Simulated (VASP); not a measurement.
Write the native input for VASP 6.6.1 that does the following.

- Task: single point
- Functional: r2SCAN
- Potentials or basis: VASP PAW PBE potentials, release 64 (Si, N)
- Cutoff: 520 eV
- k mesh: 6 × 6 × 6
- Occupations: fermi-dirac, width 0.02 eV
- Spin: no spin polarisation
- Dipole correction: no
- Further INCAR settings: ALGO = Normal; EDIFF = 1e-06; NBANDS = 45

Crystal: Si3N4.

```
Si N
1.0
    -3.24243    3.24243    3.24243
     3.24243   -3.24243    3.24243
     3.24243    3.24243   -3.24243
Si N
6 8
Direct
  0.25000 0.12500 0.87500
  0.87500 0.25000 0.12500
  0.75000 0.37500 0.62500
  0.62500 0.75000 0.37500
  0.12500 0.87500 0.25000
  0.37500 0.62500 0.75000
  0.56389 0.56389 0.56389
  0.43611 0.50000 0.00000
  0.50000 0.00000 0.93611
  0.00000 0.43611 0.50000
  0.93611 0.50000 0.00000
  0.06389 0.06389 0.06389
  0.00000 0.93611 0.50000
  0.50000 0.00000 0.43611
```

The input as run:

POSCAR

```
Si3N4
1.0
   -3.2424317400      3.2424317400      3.2424317400
    3.2424317400     -3.2424317400      3.2424317400
    3.2424317400      3.2424317400     -3.2424317400
Si N
6 8
Direct
    0.2500000000      0.1250000000      0.8750000000
    0.8750000000      0.2500000000      0.1250000000
    0.7500000000      0.3750000000      0.6250000000
    0.6250000000      0.7500000000      0.3750000000
    0.1250000000      0.8750000000      0.2500000000
    0.3750000000      0.6250000000      0.7500000000
    0.5638870016      0.5638870016      0.5638870016
    0.4361129984      0.5000000000      0.0000000000
    0.5000000000      0.0000000000      0.9361129984
    0.0000000000      0.4361129984      0.5000000000
    0.9361129984      0.5000000000      0.0000000000
    0.0638870016      0.0638870016      0.0638870016
    0.0000000000      0.9361129984      0.5000000000
    0.5000000000      0.0000000000      0.4361129984
```

INCAR.step1

```
SYSTEM = Si3N4
PREC     = Accurate       ! precision mode
ENCUT    = 520            ! plane-wave cutoff, eV
ISMEAR   = -1             ! smearing method
SIGMA    = 0.02           ! smearing width, eV
LREAL    = .False.        ! projectors in reciprocal space
LASPH    = .True.         ! aspherical terms in the spheres
NELM     = 80             ! most SCF steps
NBANDS   = 45             ! bands
GGA      = PE             ! functional
ALGO     = Normal         ! electronic algorithm
EDIFF    = 1E-4           ! SCF threshold, eV
LWAVE    = .True.         ! write WAVECAR
LCHARG   = .False.        ! write CHGCAR
```

INCAR.step2

```
SYSTEM = Si3N4
PREC     = Accurate       ! precision mode
ENCUT    = 520            ! plane-wave cutoff, eV
EDIFF    = 1E-6           ! SCF threshold, eV
ISMEAR   = -1             ! smearing method
SIGMA    = 0.02           ! smearing width, eV
LREAL    = .False.        ! projectors in reciprocal space
LASPH    = .True.         ! aspherical terms in the spheres
NELM     = 80             ! most SCF steps
ALGO     = Normal         ! electronic algorithm
ISIF     = 2              ! what is computed and relaxed
LWAVE    = .False.        ! write WAVECAR
LCHARG   = .False.        ! write CHGCAR
METAGGA  = R2SCAN         ! meta-GGA
LMIXTAU  = .True.       
NBANDS   = 45             ! bands
ISTART   = 1
```

KPOINTS

```
regular mesh
0
Gamma
  6 6 6
  0 0 0
```

Potentials or basis: VASP PAW PBE potentials, release 64 (Si, N).

The run is started by

```console
$ cat potpaw_PBE.64/Si/POTCAR potpaw_PBE.64/N/POTCAR > POTCAR
$ cp INCAR.step1 INCAR
$ mpirun -np 1 vasp_std > vasp.out
$ cp INCAR.step2 INCAR
$ mpirun -np 1 vasp_std > vasp.out
```

Results of the run:

* Pressure: -5.3 GPa
* Band gap on the k mesh: 4.66 eV (least direct gap 4.86 eV)

Caveat: the cell stands under tension; the PAW data sets were made with another functional, which shifts forces and pressure a little.

It took 2.9 min on 1 thread of Intel(R) Xeon(R) 6975P-C (Granite Rapids), with other jobs on the host, peak memory 0.31 GiB.
